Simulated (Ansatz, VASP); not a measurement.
**One calculation of BN2, two programs**

INCAR

```
SYSTEM = BN2
ALGO = Normal ; EDIFF = 1E-6
EDIFFG = -0.01 ; ENCUT = 600
GGA = PE ; IBRION = 2
ISIF = 3 ; ISMEAR = 0
LASPH = .True. ; LCHARG = .False.
LREAL = .False. ; LWAVE = .False.
NELM = 60 ; NSW = 100
PREC = Accurate ; SIGMA = 0.1
```

The input KPOINTS:

```
k-points
0
Gamma
  12 10 14
  0 0 0
```

The input POSCAR:

```
BN2
1.0
    3.4463004669      0.0000000000      0.0000000000
    0.0000000000      4.0699393894      0.0000000000
    0.0000000000      0.0000000000      2.5294283241
B N
2 4
Direct
    0.5000000000      0.5000000000      0.5000000000
    0.0000000000      0.0000000000      0.0000000000
    0.3518674155      0.8977096467      0.5000000000
    0.8518674155      0.6022903533      0.0000000000
    0.6481325845      0.1022903533      0.5000000000
    0.1481325845      0.3977096467      0.0000000000
```

Input for Ansatz:

```yaml
crystal:
  lattice:
    - [3.4463004669, 0.0, 0.0]
    - [0.0, 4.0699393894, 0.0]
    - [0.0, 0.0, 2.5294283241]
  atoms:
    - { symbol: B, position: [0.5, 0.5, 0.5] }
    - { symbol: B, position: [0.0, 0.0, 0.0] }
    - { symbol: "N", position: [0.3518674155, 0.8977096467, 0.5] }
    - { symbol: "N", position: [0.8518674155, 0.6022903533, 0.0] }
    - { symbol: "N", position: [0.6481325845, 0.1022903533, 0.5] }
    - { symbol: "N", position: [0.1481325845, 0.3977096467, 0.0] }
basis:
  ecutwfc: 420
kpoints:
  mp_grid: { grid: [12, 10, 14] }
hamiltonian:
  xc: pbe
scf:
  occupations: { method: gaussian, width: 0.1 }
output:
  forces: true
  stress: true
  eigenvalues: true
relax:
  adjacent_minimum: "off"
  f_tol: 0.01
  max_steps: 80
  cell: { stress_tol: 0.05 }
```

Alike in both runs: task relaxation of cell and atoms; functional PBE; k mesh 12 × 10 × 14; occupations gaussian, width 0.1 eV; no spin polarisation.

|  | VASP | Ansatz |
| --- | --- | --- |
| version | VASP 6.6.1 | Ansatz 0.2.0 |
| potentials or method | VASP PAW PBE potentials, release 64 (B, N), cutoff 600 eV | scalar-relativistic, plane waves, PAW |
| valence electrons in the cell | 26 | 26 |

|  | VASP | Ansatz | Ansatz less VASP |
| --- | --- | --- | --- |
| gap on the k mesh at the Fermi level, each at its own relaxed structure (eV) | none | none | - |
| relaxed volume (Å³/atom) | 5.90 | 5.92 | +0.015 |
| relaxed length of the cell vector where the two differ most in proportion (Å) | 2.524 | 2.528 | +0.0043 |

A gap of «none» marks a metal or a gap that the smearing closes.
